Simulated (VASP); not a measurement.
# C (Fd-3m) in VASP: notebook

The runs below take C through single point, with r2SCAN.

Program: VASP 6.6.1. These are calculated values, not measurements. Logs are shortened: lines on timing, memory, paths and dates and some standing lists are left out, and cuts for length are marked.

## (1) The cell of the first run

It takes space group Fd-3m (No. 227, cubic). Conventional cell: a = 3.535 Å, b = 3.535 Å, c = 3.535 Å, α = 90.00°, β = 90.00°, γ = 90.00°. Within 2.0 Å of C (site symmetry -43m) lie 4 C at 1.53 Å.

## (2) Single point, r2SCAN

Input file POSCAR:

```
C
1.0
    1.7675122830      1.7675122830      0.0000000000
   -1.7675122830      1.7675122830      0.0000000000
    0.0000000000      1.7675122830      1.7675122830
C
2
Direct
    0.5000000000      0.5000000000      0.0000000000
    0.7500000000      0.2500000000      0.5000000000
```

Input file INCAR.step1:

```
SYSTEM = C
PREC = Accurate
ENCUT = 1430
ISMEAR = 0
SIGMA = 0.01
LREAL = .FALSE.
LASPH = .TRUE.
NELM = 120
NBANDS = 11
GGA = PE
ALGO = Normal
EDIFF = 1E-5
LWAVE = .TRUE.
LCHARG = .FALSE.
GGA_COMPAT = .FALSE.
```

Input file INCAR.step2:

```
SYSTEM = C
PREC = Accurate
ENCUT = 1430
EDIFF = 1E-6
ISMEAR = 0
SIGMA = 0.01
LREAL = .FALSE.
LASPH = .TRUE.
NELM = 120
ALGO = Normal
ISIF = 2
LWAVE = .FALSE.
LCHARG = .FALSE.
METAGGA = R2SCAN
LMIXTAU = .TRUE.
NBANDS = 11
ISTART = 1
GGA_COMPAT = .FALSE.
```

Input file KPOINTS:

```
regular mesh
0
G
  12 12 12
  0 0 0
```

Potentials or basis: VASP PAW PBE potentials, release 64 (C_h).

The run is started by

```
cat potpaw_PBE.64/C_h/POTCAR > POTCAR
cp INCAR.step1 INCAR
mpirun -np 1 vasp_std > vasp.out
cp INCAR.step2 INCAR
mpirun -np 1 vasp_std > vasp.out
```

OUTCAR:

```text
SYSTEM = C
   PREC = Accurate
   ENCUT = 1430
   EDIFF = 1E-6
   ISMEAR = 0
   LREAL = .FALSE.
   LASPH = .TRUE.
   NELM = 120
   ISIF = 2
   METAGGA = R2SCAN
   ISTART = 1

 ion  position               nearest neighbor table
   1  0.500  0.500  0.000-
   2  0.750  0.250  0.500-

  LATTYP: Found a face centered cubic cell.
 ALAT       =     3.5350245660

  Lattice vectors:

 A1 = (   0.0000000000,   1.7675122830,   1.7675122830)
 A2 = (   1.7675122830,   0.0000000000,   1.7675122830)
 A3 = (   1.7675122830,   1.7675122830,   0.0000000000)

Analysis of symmetry for initial positions (statically):
=====================================================================
 Subroutine PRICEL returns:
 Original cell was already a primitive cell.

 Routine SETGRP: Setting up the symmetry group for a
 face centered cubic supercell.

 Subroutine GETGRP returns: Found 48 space group operations
 (whereof 24 operations were pure point group operations)
 out of a pool of 48 trial point group operations.

The static configuration has the point symmetry T_d .
 The point group associated with its full space group is O_h .

Analysis of symmetry for dynamics (positions and initial velocities):
=====================================================================
 Subroutine PRICEL returns:
 Original cell was already a primitive cell.

 Routine SETGRP: Setting up the symmetry group for a
 face centered cubic supercell.

 Subroutine GETGRP returns: Found 48 space group operations
 (whereof 24 operations were pure point group operations)
 out of a pool of 48 trial point group operations.

The dynamic configuration has the point symmetry T_d .
 The point group associated with its full space group is O_h .

 Subroutine INISYM returns: Found 48 space group operations
 (whereof 24 operations are pure point group operations),
 and found     1 'primitive' translations

----------------------------------------------------------------------------------------

                                     Primitive cell

  volume of cell :      11.0438

  direct lattice vectors                    reciprocal lattice vectors
     1.767512283  1.767512283  0.000000000     0.282883466  0.282883466 -0.282883466
    -1.767512283  1.767512283  0.000000000    -0.282883466  0.282883466 -0.282883466
     0.000000000  1.767512283  1.767512283     0.000000000  0.000000000  0.565766931

  length of vectors
     2.499639842  2.499639842  2.499639842     0.489968535  0.489968535  0.565766931

  position of ions in fractional coordinates (direct lattice)
     0.500000000  0.500000000  0.000000000
     0.750000000  0.250000000  0.500000000

  ion indices of the primitive-cell ions
   primitive index   ion index
                 1           1
                 2           2

----------------------------------------------------------------------------------------

 KPOINTS: regular mesh

Automatic generation of k-mesh.
 Grid dimensions read from file:
 generate k-points for:   12   12   12

 Generating k-lattice:

  Cartesian coordinates                     Fractional coordinates (reciprocal lattice)
     0.023573622  0.023573622 -0.023573622     0.083333333  0.000000000  0.000000000
    -0.023573622  0.023573622 -0.023573622     0.000000000  0.083333333  0.000000000
     0.000000000  0.000000000  0.047147244     0.000000000  0.000000000  0.083333333

  Length of vectors
     0.040830711  0.040830711  0.047147244

  Shift w.r.t. Gamma in fractional coordinates (k-lattice)
     0.000000000  0.000000000  0.000000000

 Subroutine IBZKPT returns following result:
 ===========================================

 Found     72 irreducible k-points:

 Following reciprocal coordinates:
            Coordinates               Weight
  0.000000  0.000000  0.000000      1.000000
  0.083333  0.000000  0.000000      8.000000
  0.166667  0.000000  0.000000      8.000000
  0.250000  0.000000  0.000000      8.000000
  0.333333  0.000000  0.000000      8.000000
  0.416667  0.000000  0.000000      8.000000
[... 16 lines left out ...]
  0.500000  0.166667  0.000000     24.000000
 -0.416667  0.166667  0.000000     24.000000
 [... further k-points ...]
   k-points           NKPTS =     72   k-points in BZ     NKDIM =     72   number of bands    NBANDS=     11
   number of dos      NEDOS =    301   number of ions     NIONS =      2
   total plane-waves  NPLWV =  32768
   dimension x,y,z NGX =    32 NGY =   32 NGZ =   32
   dimension x,y,z NGXF=    64 NGYF=   64 NGZF=   64
   ions per type =               2
   NGX,Y,Z   is equivalent  to a cutoff of  21.28, 21.28, 21.28 a.u.
   NGXF,Y,Z  is equivalent  to a cutoff of  42.57, 42.57, 42.57 a.u.
 SYSTEM =  C
   PREC   = accura    normal or accurate (medium, high low for compatibility)
   ISTART =      1    job   : 0-new  1-cont  2-samecut
   ICHARG =      0    charge: 1-file 2-atom 10-const
   ISPIN  =      1    spin polarized calculation?
   LNONCOLLINEAR =      F non collinear calculations
   LSORBIT =      F    spin-orbit coupling
   LASPH  =      T    aspherical Exc in radial PAW
   ENCUT  = 1430.0 eV 105.10 Ry   10.25 a.u.   7.71  7.71  7.71*2*pi/ulx,y,z
   NELM   =    120;   NELMIN=  2; NELMDL=  0     # of ELM steps
   EDIFF  = 0.1E-05   stopping-criterion for ELM
   LREAL  =      F    real-space projection
   EDIFFG = 0.1E-04   stopping-criterion for IOM
   NSW    =      0    number of steps for IOM
   IBRION =     -1    ionic relax: 0-MD 1-quasi-New 2-CG
   NFREE  =      0    steps in history (QN), initial steepest desc. (CG)
   ISIF   =      2    stress and relaxation
   ISYM   =      2    0-nonsym 1-usesym 2-fastsym
   POTIM  = 0.5000    time-step for ionic-motion
   TEBEG  =    0.0;   TEEND  =   0.0 temperature during run
   PSTRESS=    0.0 pullay stress
   NELECT =       8.0000    total number of electrons
   NUPDOWN=      -1.0000    fix difference up-down
   EMIN   =  10.00;   EMAX   =-10.00  energy-range for DOS
   EFERMI =   0.00;   METHOD = LEGACY
   ISMEAR =     0;   SIGMA  =   0.01  broadening in eV -4-tet -1-fermi 0-gaus
   EFERMI_NEDOS =   21; number of points for ismear=-14 and -15
   IALGO  =     38    algorithm
   IMIX   =      4    mixing-type and parameters
     AMIX     =   0.40;   BMIX     =  1.00
     AMIX_MAG =   1.60;   BMIX_MAG =  1.00
  volume/ion in A,a.u.               =       5.52        37.26
  Fermi-wavevector in a.u.,A,eV,Ry     =   1.470277  2.778420 29.411896  2.161713
  Thomas-Fermi vector in A             =   2.585553
   LORBIT       =      0    0 simple, 1 ext, 2 COOP (PROOUT), +10 PAW based schemes
   METAGGA = R2SCAN    functional components
   LHFCALC =     F    Hartree Fock is set to
   AEXX    =    0.0000 exact exchange contribution
   IVDW    =     0    specifies the selected vdW correction
   LEPSILON=     F    determine dielectric tensor
   LRPA    =     F    only Hartree local field effects (RPA)
 non-spin polarized calculation
 Gauss-broadening in eV      SIGMA  =   0.01
  energy-cutoff  :     1430.00
  volume of cell :       11.04
 maximum number of plane-waves:      1380
   NGX = 15   NGY = 15   NGZ = 15

 number of electron       8.0000000 magnetization

 Free energy of the ion-electron system (eV)
  ---------------------------------------------------
  ext. energy  EPLUGINS =         0.00000000
  ---------------------------------------------------
  free energy    TOTEN  =       -19.71588832 eV

  energy without entropy =      -19.71588832  energy(sigma->0) =      -19.71588832

 E-fermi :  11.4822     XC(G=0): -14.4171

 val. band max:       11.3327234416   @ k =   0.0000   0.0000   0.0000
 cond. band min:      15.7717757006   @ k =  -0.3333   0.3333   0.0000
 fundamental gap:      4.4390522589
 Fermi energy:        11.4821928732

 k-point     1 :       0.0000    0.0000    0.0000
  band No.  band energies     occupation
      1     -11.7091      2.00000
      2      11.3327      2.00000
      3      11.3327      2.00000
      4      11.3327      2.00000
      5      17.2880      0.00000
      6      17.2880      0.00000
      7      17.2880      0.00000
      8      25.8351      0.00000
      9      32.1060      0.00000
     10      38.9831      0.00000
     11      38.9831      0.00000

 k-point     2 :       0.0833    0.0000    0.0000
  band No.  band energies     occupation
      1     -11.5047      2.00000
      2       9.9954      2.00000
      3      10.9799      2.00000
      4      10.9799      2.00000
      5      17.7518      0.00000
      6      17.7518      0.00000
      7      18.0831      0.00000
      8      26.0176      0.00000
      9      32.4541      0.00000
     10      36.9107      0.00000
     11      36.9107      0.00000

 k-point     3 :       0.1667    0.0000    0.0000
  band No.  band energies     occupation
      1     -10.8939      2.00000
      2       7.2598      2.00000
      3      10.2172      2.00000
      4      10.2172      2.00000
      5      18.7549      0.00000
      6      18.7549      0.00000
      7      19.2851      0.00000
      8      26.5389      0.00000
      9      33.1781      0.00000
     10      35.2429      0.00000
     11      35.2429      0.00000

 k-point     4 :       0.2500    0.0000    0.0000
  band No.  band energies     occupation
      1      -9.8860      2.00000
      2       4.2130      2.00000
      3       9.4338      2.00000
      4       9.4338      2.00000
      5      19.6799      0.00000
      6      19.6799      0.00000
      7      20.1075      0.00000
      8      27.2574      0.00000
      9      33.6202      0.00000
     10      34.8406      0.00000
     11      34.8406      0.00000
[... 239 lines left out ...]
 k-point    22 :       0.4167    0.1667    0.0000
  band No.  band energies     occupation
      1      -5.1622      2.00000
      2      -2.1113      2.00000
      3       5.4143      2.00000
      4       7.4419      2.00000
      5      19.3885      0.00000
      6      22.3125      0.00000
      7      23.4353      0.00000
      8      28.0947      0.00000
      9      32.2121      0.00000
     10      36.9017      0.00000
     11      37.8864      0.00000

 k-point    23 :       0.5000    0.1667    0.0000
  band No.  band energies     occupation
      1      -5.6077      2.00000
      2      -1.5733      2.00000
      3       5.9372      2.00000
      4       7.0331      2.00000
      5      18.9166      0.00000
      6      22.8507      0.00000
      7      23.4620      0.00000
      8      26.7661      0.00000
      9      32.9963      0.00000
     10      37.0683      0.00000
     11      39.5666      0.00000

 k-point    24 :      -0.4167    0.1667    0.0000
  band No.  band energies     occupation
      1      -7.2758      2.00000
      2       0.8028      2.00000
      3       6.7094      2.00000
      4       6.9384      2.00000
      5      18.4692      0.00000
      6      23.1660      0.00000
      7      23.3402      0.00000
      8      24.9746      0.00000
      9      34.0197      0.00000
     10      35.5320      0.00000
     11      40.3580      0.00000

 [... further k-points ...]

------------------------ aborting loop because EDIFF is reached ----------------------------------------

  FORCE on cell =-STRESS in cart. coord.  units (eV):
  Direction    XX          YY          ZZ          XY          YZ          ZX
  --------------------------------------------------------------------------------------
  -------------------------------------------------------------------------------------
  Total        0.6449150      0.6449150      0.6449150      0.0000000     -0.0000000      0.0000000
  in kB       93.5611875     93.5611875     93.5611875      0.0000000     -0.0000000      0.0000000
  external PRESSURE =      93.5611875 kB  Pullay stress =       0.0000000 kB

 VOLUME and BASIS-vectors are now :
 -----------------------------------------------------------------------------
  energy-cutoff  :     1430.00
  volume of cell :       11.04
      direct lattice vectors                 reciprocal lattice vectors
     1.767512283  1.767512283  0.000000000     0.282883466  0.282883466 -0.282883466
    -1.767512283  1.767512283  0.000000000    -0.282883466  0.282883466 -0.282883466
     0.000000000  1.767512283  1.767512283     0.000000000  0.000000000  0.565766931

 POSITION                                       TOTAL-FORCE (eV/Angst)
 -----------------------------------------------------------------------------------
      0.00000      1.76751      0.00000        -0.000000     -0.000000      0.000000
      0.88376      2.65127      0.88376         0.000000      0.000000     -0.000000
 -----------------------------------------------------------------------------------
    total drift:                                0.000000     -0.000000     -0.000000

  FREE ENERGIE OF THE ION-ELECTRON SYSTEM (eV)
  ---------------------------------------------------
  free  energy   TOTEN  =       -19.7158883184 eV

  energy  without entropy=      -19.7158883184  energy(sigma->0) =      -19.71588832
```

Run time: 1.9 min. Hardware: 1 thread of Intel Xeon Platinum 8259CL at 2.50GHz (Skylake/Cascade Lake), shared host; peak memory 0.19 GiB.

What came out:

| Quantity | Value |
| --- | --- |
| Free energy | -19.7159 eV |
| Pressure | 9.4 GPa |
| Band gap on the k mesh | 4.44 eV (least direct gap 5.96 eV) |

Caveat: the cell stands under pressure; the PAW data sets were made with another functional, which shifts forces and pressure a little. r2SCAN opens gaps a little over a GGA but as a rule still falls short of measured ones.

## (3) Single point, r2SCAN

This run uses another cell than the first one, of 5.67 Å³/atom.

Input file POSCAR:

```
C
1.0
    1.7827980172      1.7827980172      0.0000000000
   -1.7827980172      1.7827980172      0.0000000000
    0.0000000000      1.7827980172      1.7827980172
C
2
Direct
    0.5000000000      0.5000000000      0.0000000000
    0.7500000000      0.2500000000      0.5000000000
```

Input file INCAR.step1:

```
  ALGO = Normal
  EDIFF = 1E-5
  ENCUT = 1430
  GGA = PE
  GGA_COMPAT = False
  ISMEAR = 0
  LASPH = True
  LCHARG = False
  LREAL = False
  LWAVE = True
  NBANDS = 11
  NELM = 120
  PREC = Accurate
  SIGMA = 0.01
```

Input file INCAR.step2:

```
  ALGO = Normal
  EDIFF = 1E-6
  ENCUT = 1430
  GGA_COMPAT = False
  ISIF = 2
  ISMEAR = 0
  ISTART = 1
  LASPH = True
  LCHARG = False
  LMIXTAU = True
  LREAL = False
  LWAVE = False
  METAGGA = R2SCAN
  NBANDS = 11
  NELM = 120
  PREC = Accurate
  SIGMA = 0.01
```

Input file KPOINTS:

```
k-points
0
Gamma
  12 12 12
```

Potentials or basis: VASP PAW PBE potentials, release 64 (C_h).

The run is started by

```
cat potpaw_PBE.64/C_h/POTCAR > POTCAR
cp INCAR.step1 INCAR
mpirun -np 1 vasp_std > vasp.out
cp INCAR.step2 INCAR
mpirun -np 1 vasp_std > vasp.out
```

Wall time 61 s (1 thread of AMD EPYC 9R45 (Zen 5), shared host); peak memory 0.16 GiB.

The run converged. Its results:

| Quantity | Value |
| --- | --- |
| Free energy | -19.7222 eV |
| Pressure | -2.6 GPa |
| Band gap on the k mesh | 4.38 eV (least direct gap 5.88 eV) |

Levels at points of the mesh, in eV from the valence-band top:
```csv
k point,band 2,band 3,band 4,band 5,band 6,band 7
"(0.00, 0.00, 0.00)",0.00,0.00,0.00,5.88,5.88,5.88
"(0.50, 0.00, 0.00)",-14.03,-2.97,-2.97,8.92,8.92,9.17
"(0.50, 0.50, 0.00)",-13.57,-6.65,-6.65,5.03,5.03,17.93
```

Caveat: the PAW data sets were made with another functional, which shifts forces and pressure a little. r2SCAN opens gaps a little over a GGA but as a rule still falls short of measured ones.

(Part 1 of 2 ends here.)
